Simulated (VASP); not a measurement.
# AlGa2N2 (P6/mmm) in VASP: notebook, part 2 of 2

VASP 6.6.1. Earlier steps stand in the parts before.

### Step 3. Single point, PBE

This run uses another cell than the first one, of 14.27 Å³/atom, 0.717 times its volume.

Contents of INCAR:

```
SYSTEM = AlGa2N2
ALGO = Normal ; EDIFF = 1E-7
ENCUT = 520 ; GGA = PE
ISIF = 2 ; ISMEAR = 0
LASPH = .TRUE. ; LCHARG = .TRUE.
LELF = .TRUE. ; LREAL = .FALSE.
LVHAR = .TRUE. ; LWAVE = .FALSE.
NBANDS = 28 ; NELM = 100
PREC = Accurate ; SIGMA = 0.1
```

Contents of KPOINTS:

```
k-points
0
G
  6 6 4
  0 0 0
```

Contents of POSCAR:

```
AlGa2N2
1.0
    3.7955741400      0.0000000000      0.0000000000
   -1.8977870700      3.2870636300      0.0000000000
    0.0000000000      0.0000000000      5.7176025300
Al Ga N
1 2 2
Direct
    0.0000000000      0.0000000000      0.0000000000
    0.3333333300      0.6666666700      0.0000000000
    0.6666666700      0.3333333300      0.0000000000
    0.3333333300      0.6666666700      0.5000000000
    0.6666666700      0.3333333300      0.5000000000
```

Potentials or basis: VASP PAW PBE potentials, release 64 (Al, Ga_d, N).

Command:

```bash
$ cat potpaw_PBE.64/Al/POTCAR potpaw_PBE.64/Ga_d/POTCAR potpaw_PBE.64/N/POTCAR > POTCAR
$ mpirun -np 1 vasp_std > vasp.out
```

OUTCAR:

```text
SYSTEM = AlGa2N2
   EDIFF = 1E-7
   ENCUT = 520
   GGA = PE
   ISIF = 2
   ISMEAR = 0
   LASPH = .TRUE.
   LREAL = .FALSE.
   NELM = 100
   PREC = Accurate

 ion  position               nearest neighbor table
   1  0.000  0.000  0.000-   2 2.19   3 2.19   3 2.19   2 2.19   3 2.19   2 2.19
   2  0.333  0.667  0.000-   1 2.19   3 2.19   3 2.19   1 2.19   1 2.19   3 2.19
   3  0.667  0.333  0.000-   1 2.19   2 2.19   2 2.19   1 2.19   1 2.19   2 2.19
   4  0.333  0.667  0.500-
   5  0.667  0.333  0.500-

  LATTYP: Found a hexagonal cell.
 ALAT       =     3.7955741400
 C/A-ratio  =     1.5063867334

  Lattice vectors:

 A1 = (   3.7955741400,   0.0000000000,   0.0000000000)
 A2 = (  -1.8977870700,   3.2870636300,   0.0000000000)
 A3 = (   0.0000000000,   0.0000000000,   5.7176025300)

Analysis of symmetry for initial positions (statically):
=====================================================================
 Subroutine PRICEL returns:
 Original cell was already a primitive cell.

[... 169 lines left out ...]
  energy without entropy =      -12.05629775  energy(sigma->0) =      -12.06084217

 E-fermi :   5.0808     XC(G=0): -10.5136

 val. band max:        5.0707896335   @ k =   0.3333   0.3333   0.5000
 cond. band min:       5.0856909220   @ k =   0.0000   0.0000   0.0000
 fundamental gap:      0.0149012885
 Fermi energy:         5.0807745239

 k-point     1 :       0.0000    0.0000    0.0000
  band No.  band energies     occupation
      1     -12.1976      2.00000
      2     -11.7587      2.00000
      3     -11.7587      2.00000
      4     -11.6463      2.00000
      5     -11.6463      2.00000
      6     -11.5210      2.00000
[... 640 lines left out ...]
     27      10.8143      0.00000
     28      14.3281      0.00000

------------------------ aborting loop because EDIFF is reached ----------------------------------------

  FORCE on cell =-STRESS in cart. coord.  units (eV):
  Direction    XX          YY          ZZ          XY          YZ          ZX
  --------------------------------------------------------------------------------------
  -------------------------------------------------------------------------------------
  Total       26.7967364     26.7967365     -7.8843249      0.0000000     -0.0000000      0.0000000
  in kB      601.8564729    601.8564740   -177.0824599      0.0000000     -0.0000000      0.0000000
  external PRESSURE =     342.2101623 kB  Pullay stress =       0.0000000 kB

 VOLUME and BASIS-vectors are now :
 -----------------------------------------------------------------------------
  energy-cutoff  :      520.00
  volume of cell :       71.33
      direct lattice vectors                 reciprocal lattice vectors
     3.795574140  0.000000000  0.000000000     0.263464752  0.152111445  0.000000000
    -1.897787070  3.287063630  0.000000000     0.000000000  0.304222891  0.000000000
     0.000000000  0.000000000  5.717602530     0.000000000  0.000000000  0.174898481

 POSITION                                       TOTAL-FORCE (eV/Angst)
 -----------------------------------------------------------------------------------
      0.00000      0.00000      0.00000        -0.000000     -0.000000      0.000000
     -0.00000      2.19138      0.00000        -0.000000     -0.000000      0.000000
      1.89779      1.09569      0.00000         0.000000      0.000000      0.000000
     -0.00000      2.19138      2.85880        -0.000000      0.000000      0.000000
      1.89779      1.09569      2.85880         0.000000      0.000000      0.000000
 -----------------------------------------------------------------------------------
    total drift:                                0.000000      0.000000     -0.000000

  FREE ENERGIE OF THE ION-ELECTRON SYSTEM (eV)
  ---------------------------------------------------
  free  energy   TOTEN  =       -12.0653865911 eV

  energy  without entropy=      -12.0562977530  energy(sigma->0) =      -12.06084217
```

OSZICAR:

```text
N       E                     dE             d eps       ncg     rms          rms(c)
DAV:   1     0.321209259212E+03    0.32121E+03   -0.18449E+04  1224   0.217E+03
DAV:   2     0.303724590474E+02   -0.29084E+03   -0.28021E+03  1292   0.505E+02
DAV:   3    -0.105056903390E+02   -0.40878E+02   -0.39755E+02  1452   0.141E+02
DAV:   4    -0.124837357951E+02   -0.19780E+01   -0.19509E+01  1396   0.314E+01
DAV:   5    -0.125504480696E+02   -0.66712E-01   -0.66674E-01  1588   0.529E+00    0.550E+00
DAV:   6    -0.122266221323E+02    0.32383E+00   -0.32575E-01  1748   0.965E+00    0.305E+00
DAV:   7    -0.120992940281E+02    0.12733E+00   -0.51254E-01  1400   0.454E+00    0.121E+00
DAV:   8    -0.120660021781E+02    0.33292E-01   -0.18957E-01  1404   0.192E+00    0.251E-01
DAV:   9    -0.120650157698E+02    0.98641E-03   -0.19090E-02  1408   0.104E+00    0.188E-01
DAV:  10    -0.120655565084E+02   -0.54074E-03   -0.55705E-03  1384   0.301E-01    0.119E-01
DAV:  11    -0.120653902273E+02    0.16628E-03   -0.29561E-03  1320   0.197E-01    0.331E-02
DAV:  12    -0.120653940026E+02   -0.37753E-05   -0.47546E-04  1348   0.113E-01    0.230E-02
DAV:  13    -0.120653865171E+02    0.74855E-05   -0.80741E-05  1288   0.545E-02    0.381E-03
DAV:  14    -0.120653866862E+02   -0.16911E-06   -0.76931E-06  1444   0.172E-02    0.288E-03
DAV:  15    -0.120653865911E+02    0.95162E-07   -0.89819E-07  1264   0.661E-03
   1 F= -.12065387E+02 E0= -.12060842E+02  d E =-.908884E-02
```

stdout:

```text
POSCAR found type information on POSCAR AlGaN
 POSCAR found :  3 types and       5 ions
 scaLAPACK will be used
 LDA part: xc-table for (Slater+PW92), standard interpolation
 POSCAR, INCAR and KPOINTS ok, starting setup
 FFT: planning ... GRIDC
 FFT: planning ... GRID_SOFT
 FFT: planning ... GRID
 WAVECAR not read
 entering main loop
```

Wall time 19 s (1 thread of Intel Xeon 6975P-C (Granite Rapids), shared host); peak memory 0.2 GiB.

What came out:

| Item | Value |
| --- | --- |
| Free energy | -12.0654 eV |
| Pressure | 34.2 GPa |

Stress tensor (GPa, compression positive):
```
 60.19   0.00   0.00
  0.00  60.19   0.00
  0.00   0.00 -17.71
```

### Step 4. Single point, PBE

This run uses another cell than the first one, of 19.27 Å³/atom, 0.968 times its volume.

Contents of INCAR:

```
PREC     = Accurate       # precision mode
ENCUT    = 520            # plane-wave cutoff, eV
EDIFF    = 1E-6           # SCF threshold, eV
ISMEAR   = 0              # smearing method
SIGMA    = 0.1            # smearing width, eV
LREAL    = False          # projectors in reciprocal space
LASPH    = True           # aspherical terms in the spheres
NELM     = 100            # most SCF steps
ALGO     = Normal         # electronic algorithm
ISIF     = 2              # what is computed and relaxed
LWAVE    = False          # write WAVECAR
LCHARG   = False          # write CHGCAR
GGA      = PE             # functional
NBANDS   = 28             # bands
```

Contents of KPOINTS:

```
regular mesh
0
Gamma
  6 6 4
```

Contents of POSCAR:

```
AlGa2N2
1.0
    5.6507902138      0.0000000000      0.0000000000
   -2.8253951069      4.8937278766      0.0000000000
    0.0000000000      0.0000000000      3.4836182663
Al Ga N
1 2 2
Direct
    0.0000000000      0.0000000000      0.0000000000
    0.3333333333      0.6666666667      0.0000000000
    0.6666666667      0.3333333333      0.0000000000
    0.3333333333      0.6666666667      0.5000000000
    0.6666666667      0.3333333333      0.5000000000
```

Command:

```bash
$ cat potpaw_PBE.64/Al/POTCAR potpaw_PBE.64/Ga_d/POTCAR potpaw_PBE.64/N/POTCAR > POTCAR
$ mpirun -np 1 vasp_std > vasp.out
```

Wall time 25 s (1 thread of Intel Xeon 6975P-C (Granite Rapids), shared host); peak memory 0.23 GiB.

Results (log left out):

| Item | Value |
| --- | --- |
| Free energy | -20.9763 eV |
| Pressure | -0.2 GPa |

Stress tensor (GPa, compression positive):
```
 0.16  0.00  0.00
 0.00  0.16  0.00
 0.00  0.00 -0.97
```

Levels at points of the mesh, in eV from the Fermi level:
```tsv
k point	band 16	band 17	band 18	band 19	band 20	band 21	band 22	band 23	band 24	band 25
(0.00, 0.00, 0.00)	-3.70	-3.70	-2.57	-2.57	0.00	1.54	1.54	2.46	4.06	4.06
(0.50, 0.00, 0.00)	-4.31	-2.91	-1.92	-1.63	-0.67	0.68	1.51	3.97	5.51	5.51
(0.00, 0.00, 0.50)	-1.66	-1.66	-0.72	-0.72	-0.42	0.61	0.61	0.70	0.70	5.19
(0.50, 0.00, 0.50)	-2.14	-1.91	-0.90	-0.84	-0.41	0.57	1.27	3.12	4.74	5.32
```

Caveat: the k points lie up to 0.45 Å⁻¹ apart.

### Step 5. Overview

| task | cell | k mesh | cutoff (eV) | gap on the mesh (eV) | pressure (GPa) |
| --- | --- | --- | --- | --- | --- |
| relaxation of cell and atoms | relaxed from a = 5.749, b = 5.749, c = 3.478 Å, angles 90.0, 90.0, 120.0°, 5 atoms | 9 × 9 × 12 | 600 | none | 0.0 |
| single point | a = 3.796, b = 3.796, c = 5.718 Å, angles 90.0, 90.0, 120.0°, 5 atoms | 6 × 6 × 4 | 520 | none | 34.2 |
| single point | a = 5.651, b = 5.651, c = 3.484 Å, angles 90.0, 90.0, 120.0°, 5 atoms | 6 × 6 × 4 | 520 | none | -0.2 |

Alike in all rows: level PBE; potentials or basis VASP PAW PBE potentials, release 64 (Al, Ga_d, N); no spin polarisation; smearing gaussian 0.1 eV.

Caveats: some runs use coarse meshes.

Absolute energies hang on the potentials; compare differences alone.
